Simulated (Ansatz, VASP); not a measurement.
## La in VASP and in Ansatz

```
La
1.0
     3.78680    0.00000    0.00000
    -1.89340    3.27946    0.00000
     0.00000    0.00000    6.07783
La
2
Direct
  0.33333 0.66667 0.25000
  0.66667 0.33333 0.75000
```

Alike in both runs: task single point; functional revPBE; k mesh 11 × 11 × 6; occupations fermi-dirac, width 0.1 eV; no spin polarisation.

|  | VASP | Ansatz |
| --- | --- | --- |
| version | VASP 6.6.1 | Ansatz 0.2.0 |
| potentials or method | VASP PAW PBE potentials, release 64 (La), cutoff 520 eV | plane waves (420 eV) with PAW, scalar-relativistic |
| valence electrons in the cell | 22 | 22 |

|  | VASP | Ansatz | Ansatz less VASP |
| --- | --- | --- | --- |
| pressure (GPa) | 1.0 | 1.0 | -0.08 |

VASP's potentials were made for PBE, not for revPBE.

Neither program's run includes spin-orbit coupling.
